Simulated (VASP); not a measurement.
Input of a VASP 6.6.1 run:

Contents of POSCAR:

```
Al
1.0
    0.0000000000      2.0556305681      2.0556305681
    2.0556305681      0.0000000000      2.0556305681
    2.0556305681      2.0556305681      0.0000000000
Al
1
Direct
    0.0000000000      0.0000000000      0.0000000000
```

INCAR.step1

```
  PREC = Accurate
  ENCUT = 520
  EDIFF = 1E-5
  ISMEAR = -1
  SIGMA = 0.1
  LREAL = F
  LASPH = T
  NELM = 100
  ALGO = Normal
  ISIF = 2
  LWAVE = T
  LCHARG = F
  NBANDS = 8
  GGA = PE
```

INCAR.step2

```
  PREC = Accurate
  ENCUT = 520
  EDIFF = 1E-6
  ISMEAR = -1
  SIGMA = 0.1
  LREAL = F
  LASPH = T
  NELM = 100
  ALGO = Normal
  ISIF = 2
  LWAVE = F
  LCHARG = F
  GGA = B3
  LHFCALC = T
  AEXX = 0.2
  AGGAX = 0.72
  AGGAC = 0.81
  ALDAC = 0.19
  PRECFOCK = Normal
  NBANDS = 8
  ISTART = 1
```

Contents of KPOINTS:

```
Automatic mesh
0
Gamma
  7 7 7
```

Potentials or basis: VASP PAW PBE potentials, release 64 (Al).

Launch:

```sh
$ cat potpaw_PBE.64/Al/POTCAR > POTCAR
$ cp INCAR.step1 INCAR
$ mpirun -np 1 vasp_std > vasp.out
$ cp INCAR.step2 INCAR
$ mpirun -np 1 vasp_std > vasp.out
```

What does it give for the band gap on the k mesh?

Zero (an odd number of electrons rules out a gap without spin polarisation).

Estimate the pressure.

-2.8 GPa.

Caveat: the k points lie up to 0.38 Å⁻¹ apart, too coarse for converged energies and pressures of a metal; the PAW data sets were made with another functional, which shifts forces and pressure a little.
